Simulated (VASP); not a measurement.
**TiCo: single point with PBE**

Crystal: TiCo.

```
Ti Co
1.0
     2.89319    0.00000    0.00000
     0.00000    2.89319    0.00000
     0.00000    0.00000    2.89319
Ti Co
1 1
Direct
  0.00000 0.00000 0.00000
  0.50000 0.50000 0.50000
```

This cell differs from its parent crystal: volume scaled by 0.91.

```json
{
  "Program": "VASP 6.6.1",
  "Task": "single point",
  "Functional": "PBE",
  "Potentials or basis": "VASP PAW PBE potentials, release 64 (Ti_sv, Co)",
  "Cutoff": "520 eV",
  "k mesh": "14 × 14 × 14",
  "Occupations": "gaussian, width 0.1 eV",
  "Spin": "collinear spin, ferromagnetic start",
  "Starting moments": "[0.0, 1.09] μB"
}
```

```
Pressure                                              : 17.4 GPa
Net moment                                            : 0.62 μB per cell
Site moments                                          : Ti +0.01; Co +0.64 μB
Valence electrons inside the program's atomic spheres : Ti 10.43; Co 8.46
```

Levels at points of the mesh, in eV from the Fermi level:
Spin up:
| k point | band 8 | band 9 | band 10 | band 11 | band 12 | band 13 | band 14 | band 15 |
| --- | --- | --- | --- | --- | --- | --- | --- | --- |
| (0.00, 0.00, 0.00) | -1.94 | -1.94 | -1.94 | 0.60 | 0.60 | 2.98 | 2.98 | 2.98 |
| (0.50, 0.00, 0.00) | -2.03 | -2.03 | -1.50 | -0.96 | -0.29 | 0.64 | 0.64 | 2.43 |
| (0.50, 0.50, 0.00) | -2.96 | -1.29 | -0.59 | 0.77 | 0.77 | 1.24 | 2.77 | 2.77 |
| (0.50, 0.50, 0.50) | -2.42 | -2.42 | -2.42 | -1.26 | -1.26 | 3.52 | 3.52 | 7.76 |
Spin down:
```csv
k point,band 6,band 7,band 8,band 9,band 10,band 11,band 12,band 13,band 14,band 15
"(0.00, 0.00, 0.00)",-4.14,-4.14,-1.57,-1.57,-1.57,1.01,1.01,3.07,3.07,3.07
"(0.50, 0.00, 0.00)",-4.04,-2.39,-1.64,-1.64,-1.08,-1.01,0.52,0.68,0.68,2.47
"(0.50, 0.50, 0.00)",-4.14,-2.67,-2.67,-0.26,0.15,0.77,0.77,1.36,2.92,2.92
"(0.50, 0.50, 0.50)",-2.61,-2.61,-2.39,-2.39,-2.39,-0.22,-0.22,3.50,3.50,7.97
```

Wall time 60 s on 1 thread of Intel(R) Xeon(R) 6975P-C (Granite Rapids), with other jobs on the host, peak memory 0.22 GiB.
